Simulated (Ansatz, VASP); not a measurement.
**Sn in VASP and in Ansatz**

INCAR

```
SYSTEM = Sn
  PREC = Accurate
  ENCUT = 520
  EDIFF = 1E-6
  ISMEAR = -1
  SIGMA = 0.1
  LREAL = .FALSE.
  LASPH = .TRUE.
  NELM = 60
  ALGO = Normal
  ISIF = 2
  LWAVE = .FALSE.
  LCHARG = .FALSE.
  GGA = PE
  NBANDS = 21
```

File KPOINTS:

```
Automatic mesh
0
G
  10 10 10
  0 0 0
```

File POSCAR:

```
Sn
1.0
    4.4259279227      0.0000000298      0.0000000829
   -3.2780564857      2.9737490905      0.0000000829
   -0.5739357958     -1.4868747605      4.1289997731
Sn
2
Direct
    0.0000000000      0.0000000000      0.0000000000
    0.7500000000      0.2500000000      0.5000000000
```

Input for Ansatz:

```yaml
crystal:
  lattice:
    a: 4.425928
    b: 4.425928
    c: 4.425928
    alpha: 97.45086
    beta: 97.45086
    gamma: 137.78668
  atoms:
    - { symbol: Sn, position: [0.0, 0.0, 0.0] }
    - { symbol: Sn, position: [0.75, 0.25, 0.5] }
kpoints:
  mp_grid:
    grid: [10, 10, 10]
hamiltonian:
  xc: pbe
  pseudopotentials:
    kind: paw
scf:
  occupations:
    method: fermi_dirac
    width: 0.1
output:
  forces: true
  stress: true
  eigenvalues: true
```

Alike in both runs: task single point; functional PBE; k mesh 10 × 10 × 10; occupations fermi-dirac, width 0.1 eV; no spin polarisation.

```csv
,VASP,Ansatz
version,VASP 6.6.1,Ansatz 0.2.0
potentials or method,"VASP PAW PBE potentials, release 64 (Sn_d)","plane waves, PAW"
plane-wave cutoff (eV),520,420
valence electrons in the cell,28,28
```

Ansatz gave:

| Property | Result |
| --- | --- |
| gap on the k mesh at the Fermi level (eV) | none |
| pressure (GPa) | 2.4 |
| traceless stress, the component that is largest in VASP (GPa) | -0.55 |

Question: Which values does VASP return?

Answer: gap on the k mesh at the Fermi level (eV): none; pressure (GPa): 2.4; traceless stress, the component that is largest in VASP (GPa): -0.54.

A gap of «none» marks a metal or a gap that the smearing closes. The functional is the same, so the differences come from potentials, cutoffs and numerics.
